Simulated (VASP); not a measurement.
# Be (P4_2/mnm) in VASP: a series of runs, part 2 of 2

VASP 6.6.1. The steps go on from the part before.

**4. Electric field gradients, PBE (volume scaled by 1.02)**

Contents of INCAR:

```
SYSTEM = Be
ALGO = Normal ; EDIFF = 1E-8
ENCUT = 520 ; GGA = PE
ISIF = 2 ; ISMEAR = -1
LASPH = .TRUE. ; LCHARG = .FALSE.
LEFG = .TRUE. ; LREAL = .FALSE.
LWAVE = .FALSE. ; NBANDS = 12
NELM = 100 ; PREC = Accurate
SIGMA = 0.05
```

Contents of KPOINTS:

```
k-points
0
G
  9 9 14
  0 0 0
```

Contents of POSCAR:

```
Be
1.0
    3.7716280609      0.0000000000      0.0000000000
    0.0000000000      3.7716280609      0.0000000000
    0.0000000000      0.0000000000      2.2963882549
Be
4
Direct
    0.2974080000      0.2974080000      0.0000000000
    0.7025920000      0.7025920000      0.0000000000
    0.2025920000      0.7974080000      0.5000000000
    0.7974080000      0.2025920000      0.5000000000
```

Potentials or basis: VASP PAW PBE potentials, release 64 (Be).

Launch:

```console
$ cat potpaw_PBE.64/Be/POTCAR > POTCAR
$ mpirun -np 1 vasp_std > vasp.out
```

OUTCAR:

```text
SYSTEM = Be
   EDIFF = 1E-8
   ENCUT = 520
   GGA = PE
   ISIF = 2
   ISMEAR = -1
   LASPH = .TRUE.
   LREAL = .FALSE.
   NELM = 100
   PREC = Accurate

 ion  position               nearest neighbor table
   1  0.297  0.297  0.000-   2 2.16   3 2.24   4 2.24   3 2.24   4 2.24   3 2.24   3 2.24   4 2.24
                             4 2.24
   2  0.703  0.703  0.000-   1 2.16   3 2.24   4 2.24   3 2.24   4 2.24   4 2.24   4 2.24   3 2.24
                             3 2.24
   3  0.203  0.797  0.500-   4 2.16   2 2.24   1 2.24   1 2.24   2 2.24   1 2.24   1 2.24   2 2.24
                             2 2.24
   4  0.797  0.203  0.500-   3 2.16   2 2.24   1 2.24   1 2.24   2 2.24   2 2.24   2 2.24   1 2.24
                             1 2.24

  LATTYP: Found a simple tetragonal cell.
 ALAT       =     3.7716280609
 C/A-ratio  =     0.6088586196

  Lattice vectors:

 A1 = (   3.7716280609,   0.0000000000,   0.0000000000)
 A2 = (   0.0000000000,   3.7716280609,   0.0000000000)
 A3 = (   0.0000000000,   0.0000000000,   2.2963882549)

Analysis of symmetry for initial positions (statically):
=====================================================================
 Subroutine PRICEL returns:
 Original cell was already a primitive cell.

 Routine SETGRP: Setting up the symmetry group for a
 simple tetragonal supercell.

 Subroutine GETGRP returns: Found 16 space group operations
 (whereof  8 operations were pure point group operations)
 out of a pool of 16 trial point group operations.

The static configuration has the point symmetry D_2h.
 The point group associated with its full space group is D_4h.

Analysis of symmetry for dynamics (positions and initial velocities):
[... 526 lines left out ...]
     10      17.7403      0.00000
     11      21.3560      0.00000
     12      22.5505      0.00000

 [... further k-points ...]
[... 5 lines left out ...]
  --------------------------------------------------------------------------------------
  -------------------------------------------------------------------------------------
  Total       -0.3314972     -0.3314972     -0.6628630      0.0000000      0.0000000      0.0000000
  in kB      -16.2587598    -16.2587598    -32.5110747      0.0000000      0.0000000      0.0000000
  external PRESSURE =     -21.6761981 kB  Pullay stress =       0.0000000 kB

 VOLUME and BASIS-vectors are now :
 -----------------------------------------------------------------------------
  energy-cutoff  :      520.00
  volume of cell :       32.67
      direct lattice vectors                 reciprocal lattice vectors
     3.771628061  0.000000000  0.000000000     0.265137491  0.000000000  0.000000000
     0.000000000  3.771628061  0.000000000     0.000000000  0.265137491  0.000000000
     0.000000000  0.000000000  2.296388255     0.000000000  0.000000000  0.435466432

 POSITION                                       TOTAL-FORCE (eV/Angst)
 -----------------------------------------------------------------------------------
      1.12171      1.12171      0.00000         0.010829      0.010829     -0.000000
      2.64992      2.64992      0.00000        -0.010829     -0.010829      0.000000
      0.76410      3.00753      1.14819        -0.010829      0.010829     -0.000000
      3.00753      0.76410      1.14819         0.010829     -0.010829     -0.000000
 -----------------------------------------------------------------------------------
    total drift:                                0.000000      0.000000     -0.000000

  FREE ENERGIE OF THE ION-ELECTRON SYSTEM (eV)
  ---------------------------------------------------
  free  energy   TOTEN  =       -14.8496273032 eV

  energy  without entropy=      -14.8447115738  energy(sigma->0) =      -14.84716944

 Electric field gradients (V/A^2)
---------------------------------------------------------------------
 ion       V_xx      V_yy      V_zz      V_xy      V_xz      V_yz
---------------------------------------------------------------------
   1       0.253     0.253    -0.506    -1.491    -0.000     0.000
   2       0.253     0.253    -0.506    -1.491    -0.000    -0.000
   3       0.253     0.253    -0.506     1.491     0.000    -0.000
   4       0.253     0.253    -0.506     1.491     0.000    -0.000
---------------------------------------------------------------------

 Electric field gradients after diagonalization (V/A^2)
 (convention: |V_zz| > |V_xx| > |V_yy|)
----------------------------------------------------------------------
 ion       V_xx      V_yy      V_zz     asymmetry (V_yy - V_xx)/ V_zz
----------------------------------------------------------------------
   1      -1.238    -0.506     1.744       0.420
   2      -1.238    -0.506     1.744       0.420
   3      -1.238    -0.506     1.744       0.420
   4      -1.238    -0.506     1.744       0.420
----------------------------------------------------------------------

           NMR quadrupolar parameters

 Cq : quadrupolar parameter    Cq=e*Q*V_zz/h
 eta: asymmetry parameters     (V_yy - V_xx)/ V_zz
 Q  : nuclear electric quadrupole moment in mb (millibarn)
----------------------------------------------------------------------
 ion       Cq(MHz)       eta       Q (mb)
----------------------------------------------------------------------
   1       0.004       0.420       1.000
   2       0.004       0.420       1.000
   3       0.004       0.420       1.000
   4       0.004       0.420       1.000
----------------------------------------------------------------------
```

OSZICAR:

```text
N       E                     dE             d eps       ncg     rms          rms(c)
DAV:   1    -0.299552426149E+00   -0.29955E+00   -0.32883E+03  2880   0.553E+02
DAV:   2    -0.146262342415E+02   -0.14327E+02   -0.13758E+02  3792   0.961E+01
DAV:   3    -0.149788604369E+02   -0.35263E+00   -0.34721E+00  4020   0.103E+01
DAV:   4    -0.149799891130E+02   -0.11287E-02   -0.11284E-02  3516   0.665E-01
DAV:   5    -0.149799924784E+02   -0.33654E-05   -0.33655E-05  3872   0.334E-02    0.171E+00
DAV:   6    -0.148868883447E+02    0.93104E-01   -0.18004E-02  3452   0.113E+00    0.104E+00
DAV:   7    -0.148496742244E+02    0.37214E-01   -0.22021E-02  3392   0.115E+00    0.898E-02
DAV:   8    -0.148496270418E+02    0.47183E-04   -0.53877E-04  3696   0.136E-01    0.142E-02
DAV:   9    -0.148496263892E+02    0.65253E-06   -0.31209E-06  4104   0.109E-02    0.591E-03
DAV:  10    -0.148496272115E+02   -0.82229E-06   -0.47724E-07  3608   0.572E-03    0.946E-04
DAV:  11    -0.148496273849E+02   -0.17338E-06   -0.21313E-08  3652   0.980E-04    0.158E-04
DAV:  12    -0.148496273331E+02    0.51858E-07   -0.81578E-10  2388   0.192E-04    0.374E-05
DAV:  13    -0.148496273033E+02    0.29799E-07   -0.77088E-11  2060   0.646E-05    0.717E-06
DAV:  14    -0.148496273032E+02    0.16655E-10   -0.51316E-12  1988   0.238E-05
   1 F= -.14849627E+02 E0= -.14847169E+02  d E =-.491573E-02
```

Wall time 54 s (1 thread of Intel Xeon 8259CL, shared host); peak memory 0.16 GiB.

Results:

| Quantity | Value |
| --- | --- |
| Free energy | -14.8496 eV |
| Pressure | -2.2 GPa |
| Largest force | 0.015 eV/Å |
| Band gap on the k mesh | zero (band 4 reaches 7.65 eV, above the bottom of band 5 at 5.60 eV) |

Forces on the atoms (eV/Å):
```
Be   0.011  0.011  0.000
Be  -0.011 -0.011  0.000
Be  -0.011  0.011  0.000
Be   0.011 -0.011  0.000
```

Levels at points of the mesh, in eV from the Fermi level:
```tsv
k point	band 1	band 2	band 3	band 4	band 5	band 6	band 7	band 8
(0.00, 0.00, 0.00)	-11.04	-4.87	-4.30	-1.03	-1.03	4.77	4.77	7.33
(0.00, 0.00, 0.50)	-5.73	-5.73	1.02	1.02	1.81	1.81	2.61	2.61
```

Electric field gradients, principal values (V/Å²):
| atom | least | middle | greatest (by size) |
| --- | --- | --- | --- |
| 1 Be | -0.506 | -1.238 | 1.744 |
| 2 Be | -0.506 | -1.238 | 1.744 |
| 3 Be | -0.506 | -1.238 | 1.744 |
| 4 Be | -0.506 | -1.238 | 1.744 |

Caveat: without QUAD_EFG the Cq values of the log hold for a quadrupole moment of 1 mb, not for the nuclei.
